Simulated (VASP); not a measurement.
# GaN (P6_3mc) in VASP: a series of runs

The runs below take GaN through single point, with PBE.

All numbers are computed with VASP 6.6.1; they aren't measurements. Logs are shortened: lines on timing, memory, paths and dates and some standing lists are left out, and cuts for length are marked.

## Step 1: The cell of the first run

The structure is hexagonal, space group P6_3mc (No. 186). The conventional cell has a = 3.170 Å, b = 3.170 Å, c = 5.086 Å, α = 90.00°, β = 90.00°, γ = 120.00°. Within 2.5 Å of Ga (site symmetry 3m) lie 4 N at 1.92 to 1.93 Å. N (site symmetry 3m) has 4 Ga at 1.92 to 1.93 Å within 2.5 Å.

## Step 2: Single point, PBE (strain -0.015 along x and y, -0.030 along z)

INCAR

```
SYSTEM = GaN
PREC     = Accurate       ! precision mode
ENCUT    = 520            ! plane-wave cutoff, eV
EDIFF    = 1E-7           ! SCF threshold, eV
ISMEAR   = 0              ! smearing method
SIGMA    = 0.05           ! smearing width, eV
LREAL    = .FALSE.        ! projectors in reciprocal space
LASPH    = .TRUE.         ! aspherical terms in the spheres
NELM     = 80             ! most SCF steps
ALGO     = Normal         ! electronic algorithm
ISIF     = 2              ! what is computed and relaxed
LWAVE    = .FALSE.        ! write WAVECAR
LCHARG   = .TRUE.         ! write CHGCAR
GGA      = PE             ! functional
LELF     = .TRUE.         ! ELF
LVHAR    = .TRUE.       
NBANDS   = 26             ! bands
```

KPOINTS

```
Automatic mesh
0
G
  12 12 6
  0 0 0
```

POSCAR

```
GaN
1.0
    3.1701524782      0.0000000000      0.0000000000
   -1.5850762391      2.7454325800      0.0000000000
    0.0000000000      0.0000000000      5.0857395182
Ga N
2 2
Direct
    0.3333333333      0.6666666667      0.9991316867
    0.6666666667      0.3333333333      0.4991316867
    0.3333333333      0.6666666667      0.3758683133
    0.6666666667      0.3333333333      0.8758683133
```

Potentials or basis: VASP PAW PBE potentials, release 64 (Ga_d, N).

Launch:

```sh
> cat potpaw_PBE.64/Ga_d/POTCAR potpaw_PBE.64/N/POTCAR > POTCAR
> mpirun -np 1 vasp_std > vasp.out
```

OUTCAR:

```text
SYSTEM = GaN
   PREC = Accurate
   ENCUT = 520
   EDIFF = 1E-7
   ISMEAR = 0
   LREAL = .FALSE.
   LASPH = .TRUE.
   NELM = 80
   ISIF = 2
   GGA = PE

 ion  position               nearest neighbor table
   1  0.333  0.667  0.999-   3 1.92   4 1.93   4 1.93   4 1.93
   2  0.667  0.333  0.499-   4 1.92   3 1.93   3 1.93   3 1.93
   3  0.333  0.667  0.376-   1 1.92   2 1.93   2 1.93   2 1.93
   4  0.667  0.333  0.876-   2 1.92   1 1.93   1 1.93   1 1.93

  LATTYP: Found a hexagonal cell.
 ALAT       =     3.1701524782
 C/A-ratio  =     1.6042570675

  Lattice vectors:

 A1 = (   3.1701524782,   0.0000000000,   0.0000000000)
 A2 = (  -1.5850762391,   2.7454325800,   0.0000000000)
 A3 = (   0.0000000000,   0.0000000000,   5.0857395182)

Analysis of symmetry for initial positions (statically):
=====================================================================
 Subroutine PRICEL returns:
 Original cell was already a primitive cell.

 Routine SETGRP: Setting up the symmetry group for a
 hexagonal supercell.

 Subroutine GETGRP returns: Found 12 space group operations
 (whereof  6 operations were pure point group operations)
 out of a pool of 24 trial point group operations.

The static configuration has the point symmetry C_3v.
 The point group associated with its full space group is C_6v.

Analysis of symmetry for dynamics (positions and initial velocities):
=====================================================================
 Subroutine PRICEL returns:
 Original cell was already a primitive cell.

 Routine SETGRP: Setting up the symmetry group for a
 hexagonal supercell.

 Subroutine GETGRP returns: Found 12 space group operations
 (whereof  6 operations were pure point group operations)
 out of a pool of 24 trial point group operations.

The dynamic configuration has the point symmetry C_3v.
 The point group associated with its full space group is C_6v.

 Subroutine INISYM returns: Found 12 space group operations
 (whereof  6 operations are pure point group operations),
 and found     1 'primitive' translations

----------------------------------------------------------------------------------------

                                     Primitive cell

  volume of cell :      44.2634

  direct lattice vectors                    reciprocal lattice vectors
[... 83 lines left out ...]
   ISTART =      0    job   : 0-new  1-cont  2-samecut
   ICHARG =      2    charge: 1-file 2-atom 10-const
   ISPIN  =      1    spin polarized calculation?
   LNONCOLLINEAR =      F non collinear calculations
   LSORBIT =      F    spin-orbit coupling
   LASPH  =      T    aspherical Exc in radial PAW
   ENCUT  =  520.0 eV  38.22 Ry    6.18 a.u.   5.89  5.89  9.46*2*pi/ulx,y,z
   NELM   =     80;   NELMIN=  2; NELMDL= -5     # of ELM steps
   EDIFF  = 0.1E-06   stopping-criterion for ELM
   LREAL  =      F    real-space projection
   EDIFFG = 0.1E-05   stopping-criterion for IOM
   NSW    =      0    number of steps for IOM
   IBRION =     -1    ionic relax: 0-MD 1-quasi-New 2-CG
   NFREE  =      0    steps in history (QN), initial steepest desc. (CG)
   ISIF   =      2    stress and relaxation
   ISYM   =      2    0-nonsym 1-usesym 2-fastsym
   POTIM  = 0.5000    time-step for ionic-motion
   TEBEG  =    0.0;   TEEND  =   0.0 temperature during run
   PSTRESS=    0.0 pullay stress
   NELECT =      36.0000    total number of electrons
   NUPDOWN=      -1.0000    fix difference up-down
   EMIN   =  10.00;   EMAX   =-10.00  energy-range for DOS
   EFERMI =   0.00;   METHOD = LEGACY
   ISMEAR =     0;   SIGMA  =   0.05  broadening in eV -4-tet -1-fermi 0-gaus
   EFERMI_NEDOS =   21; number of points for ismear=-14 and -15
   IALGO  =     38    algorithm
   IMIX   =      4    mixing-type and parameters
     AMIX     =   0.40;   BMIX     =  1.00
     AMIX_MAG =   1.60;   BMIX_MAG =  1.00
  volume/ion in A,a.u.               =      11.07        74.68
  Fermi-wavevector in a.u.,A,eV,Ry     =   1.528131  2.887749 31.772121  2.335185
  Thomas-Fermi vector in A             =   2.635932
   LORBIT       =      0    0 simple, 1 ext, 2 COOP (PROOUT), +10 PAW based schemes
   GGA     = PE    functional components
   LHFCALC =     F    Hartree Fock is set to
   AEXX    =    0.0000 exact exchange contribution
   IVDW    =     0    specifies the selected vdW correction
   LEPSILON=     F    determine dielectric tensor
   LRPA    =     F    only Hartree local field effects (RPA)
 non-spin polarized calculation
 Gauss-broadening in eV      SIGMA  =   0.05
  energy-cutoff  :      520.00
  volume of cell :       44.26
 maximum number of plane-waves:      1208
 NGX is ok and might be reduce to    24
   NGX = 11   NGY = 11   NGZ = 19

 number of electron      36.0000030 magnetization

 Free energy of the ion-electron system (eV)
  ---------------------------------------------------
  ext. energy  EPLUGINS =         0.00000000
  ---------------------------------------------------
  free energy    TOTEN  =       -24.21853316 eV

  energy without entropy =      -24.21853316  energy(sigma->0) =      -24.21853316

 E-fermi :   5.8757     XC(G=0): -11.8391

 val. band max:        5.6588457785   @ k =   0.0000   0.0000   0.0000
 cond. band min:       7.8126731187   @ k =   0.0000   0.0000   0.0000
 fundamental gap:      2.1538273403
 Fermi energy:         5.8756522153

 k-point     1 :       0.0000    0.0000    0.0000
  band No.  band energies     occupation
      1     -10.5881      2.00000
      2      -9.5476      2.00000
      3      -7.7959      2.00000
      4      -7.7765      2.00000
      5      -7.7765      2.00000
      6      -7.7054      2.00000
[... 685 lines left out ...]
     25      17.2174      0.00000
     26      19.0272      0.00000

 [... further k-points ...]
[... 5 lines left out ...]
  --------------------------------------------------------------------------------------
  -------------------------------------------------------------------------------------
  Total        2.7086998      2.7086998      4.5125415      0.0000000      0.0000000     -0.0000000
  in kB       98.0452162     98.0452162    163.3378156      0.0000000      0.0000000     -0.0000000
  external PRESSURE =     119.8094160 kB  Pullay stress =       0.0000000 kB

 VOLUME and BASIS-vectors are now :
 -----------------------------------------------------------------------------
  energy-cutoff  :      520.00
  volume of cell :       44.26
      direct lattice vectors                 reciprocal lattice vectors
     3.170152478  0.000000000  0.000000000     0.315442240  0.182120662  0.000000000
    -1.585076239  2.745432580  0.000000000     0.000000000  0.364241325  0.000000000
     0.000000000  0.000000000  5.085739518     0.000000000  0.000000000  0.196628238

 POSITION                                       TOTAL-FORCE (eV/Angst)
 -----------------------------------------------------------------------------------
     -0.00000      1.83029      5.08132         0.000000      0.000000     -0.187691
      1.58508      0.91514      2.53845        -0.000000      0.000000     -0.187691
     -0.00000      1.83029      1.91157         0.000000      0.000000      0.187691
      1.58508      0.91514      4.45444        -0.000000     -0.000000      0.187691
 -----------------------------------------------------------------------------------
    total drift:                               -0.000001     -0.000001      0.000817

  FREE ENERGIE OF THE ION-ELECTRON SYSTEM (eV)
  ---------------------------------------------------
  free  energy   TOTEN  =       -24.2185331611 eV

  energy  without entropy=      -24.2185331611  energy(sigma->0) =      -24.21853316
```

Run time: 87 s. Hardware: 1 thread of Intel Xeon Platinum 8375C at 2.90GHz (Ice Lake), shared host; peak memory 0.2 GiB.

Results:

```
Free energy            : -24.2185 eV
Pressure               : 12.0 GPa
Largest force          : 0.188 eV/Å
Band gap on the k mesh : 2.15 eV
```

Forces in eV/Å, atoms in the order of the input:
```
Ga   0.000  0.000 -0.188
Ga   0.000  0.000 -0.188
N    0.000  0.000  0.188
N    0.000  0.000  0.188
```

Levels at points of the mesh, in eV from the valence-band top:
```csv
k point,band 16,band 17,band 18,band 19,band 20,band 21
"(0.00, 0.00, 0.00)",-0.01,-0.01,0.00,2.15,4.33,9.50
"(0.50, 0.00, 0.00)",-2.90,-2.29,-1.01,5.06,5.77,6.25
"(0.00, 0.00, 0.50)",-0.58,-0.58,-0.58,4.41,4.41,8.73
"(0.50, 0.00, 0.50)",-2.03,-1.89,-1.89,4.55,4.55,8.01
```

Caveat: the cell differs from its parent crystal (strain -0.015 along x and y, -0.030 along z); the cell stands under pressure.

(Continued in part 2 of 3.)
